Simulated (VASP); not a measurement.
K2RbYF6:

```
CELL_PARAMETERS angstrom
0.00000 4.83898 4.83898
4.83898 0.00000 4.83898
4.83898 4.83898 0.00000
ATOMIC_POSITIONS crystal
K 0.75000 0.75000 0.75000
K 0.25000 0.25000 0.25000
Rb 0.50000 0.50000 0.50000
Y 0.00000 0.00000 0.00000
F 0.77444 0.22556 0.22556
F 0.22556 0.22556 0.77444
F 0.22556 0.77444 0.77444
F 0.22556 0.77444 0.22556
F 0.77444 0.22556 0.77444
F 0.77444 0.77444 0.22556
```

- Program: VASP 6.6.1
- Task: relaxation of cell and atoms
- Functional: PBEsol
- Potentials or basis: VASP PAW PBE potentials, release 64 (K_sv, Rb_sv, Y_sv, F)
- Cutoff: 600 eV
- k mesh: 4 × 4 × 4
- Occupations: gaussian, width 0.02 eV
- Spin: no spin polarisation

At the start: pressure -2.1 GPa; volume 22.66 Å³/atom.

Q: How do energy, volume and symmetry change on relaxing?

A: Over 6 steps the energy falls by 8.5 meV/atom and the volume is 21.36 Å³/atom (-5.8 %); space group Fm-3m (No. 225, to 0.1 Å) before and after.

Step by step:
```csv
step,energy change (eV),largest force (eV/Å),pressure (GPa),volume (Å³)
1,0.0000,0.2911,-2.11,226.62
2,-0.0691,0.2502,0.00,216.96
3,-0.0702,0.1845,-0.27,218.01
4,-0.0795,0.1117,-0.16,216.20
5,-0.0845,0.0158,0.03,213.16
6,-0.0846,0.0018,0.00,213.57
```

Final structure:
```yaml
crystal:
  lattice:
    - [0.00000, 4.74429, 4.74429]
    - [4.74429, 0.00000, 4.74429]
    - [4.74429, 4.74429, 0.00000]
  atoms:
    - { symbol: K, position: [0.75000, 0.75000, 0.75000] }
    - { symbol: K, position: [0.25000, 0.25000, 0.25000] }
    - { symbol: Rb, position: [0.50000, 0.50000, 0.50000] }
    - { symbol: Y, position: [0.00000, 0.00000, 0.00000] }
    - { symbol: F, position: [0.77375, 0.22625, 0.22625] }
    - { symbol: F, position: [0.22625, 0.22625, 0.77375] }
    - { symbol: F, position: [0.22625, 0.77375, 0.77375] }
    - { symbol: F, position: [0.22625, 0.77375, 0.22625] }
    - { symbol: F, position: [0.77375, 0.22625, 0.77375] }
    - { symbol: F, position: [0.77375, 0.77375, 0.22625] }
```

Caveat: the PAW data sets were made with another functional, which shifts forces and pressure a little.
